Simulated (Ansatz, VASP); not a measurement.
## TaVN2: VASP beside Ansatz

The input INCAR:

```
SYSTEM = TaVN2
ALGO = Normal ; EDIFF = 1E-6
ENCUT = 520 ; GGA = PE
ISIF = 2 ; ISMEAR = -1
ISPIN = 2 ; LASPH = .TRUE.
LCHARG = .FALSE. ; LMAXMIX = 4
LORBIT = 11 ; LREAL = .FALSE.
LWAVE = .FALSE. ; MAGMOM = 0 3.5 0 0
NBANDS = 29 ; NELM = 150
PREC = Accurate ; SIGMA = 0.05
```

KPOINTS

```
k-points
0
G
  9 9 6
  0 0 0
```

Contents of POSCAR:

```
TaVN2
1.0
    3.0498670000      0.0000000000      0.0000000000
    0.0000000000      3.0498670000      0.0000000000
    0.0000000000      0.0000000000      4.2960620000
Ta V N
1 1 2
Direct
    0.0000000000      0.0000000000      0.0000000000
    0.5000000000      0.5000000000      0.5000000000
    0.5000000000      0.5000000000      0.0000000000
    0.0000000000      0.0000000000      0.5000000000
```

File input.yaml:

```yaml
crystal:
  lattice:
    - [3.049867, 0.0, 0.0]
    - [0.0, 3.049867, 0.0]
    - [0.0, 0.0, 4.296062]
  atoms:
    - { symbol: Ta, position: [0.0, 0.0, 0.0] }
    - { symbol: V, position: [0.5, 0.5, 0.5], spin: 3.5 }
    - { symbol: "N", position: [0.5, 0.5, 0.0] }
    - { symbol: "N", position: [0.0, 0.0, 0.5] }
hamiltonian:
  xc: pbe
  pseudopotentials: { kind: paw }
magnetization:
  spin_polarized: true
kpoints:
  mp_grid: { grid: [9, 9, 6] }
scf:
  occupations: { method: fermi_dirac, width: 0.05 }
output:
  forces: true
  stress: true
  eigenvalues: true
```

Alike in both runs: task single point; functional PBE; k mesh 9 × 9 × 6; occupations fermi-dirac, width 0.05 eV; collinear spin.

```csv
,VASP,Ansatz
version,VASP 6.6.1,Ansatz 0.2.0
potentials or method,"VASP PAW PBE potentials, release 64 (Ta_pv, V_sv, N)",Ansatz PAW
plane-wave cutoff (eV),520,420
valence electrons in the cell,34,36
```

Ansatz gave:

- gap on the k mesh at the Fermi level (eV): none
- pressure (GPa): -0.8
- traceless stress, the component that is largest in VASP (GPa): -0.19
- net moment per atom (μB): 0.29
- size of the moment on the site where the two differ most (μB): 0.94

Which values does VASP return?

gap on the k mesh at the Fermi level (eV): none; pressure (GPa): -0.1; traceless stress, the component that is largest in VASP (GPa): -0.13; net moment per atom (μB): 0.29; size of the moment on the site where the two differ most (μB): 1.09.

Site moments also hang on the region over which each program counts them. A gap of «none» marks a metal or a gap that the smearing closes. VASP's potentials hold 34 valence electrons a cell and Ansatz's 36, so a difference there can come from the potentials and not from the codes.

Spin-orbit coupling is off throughout.
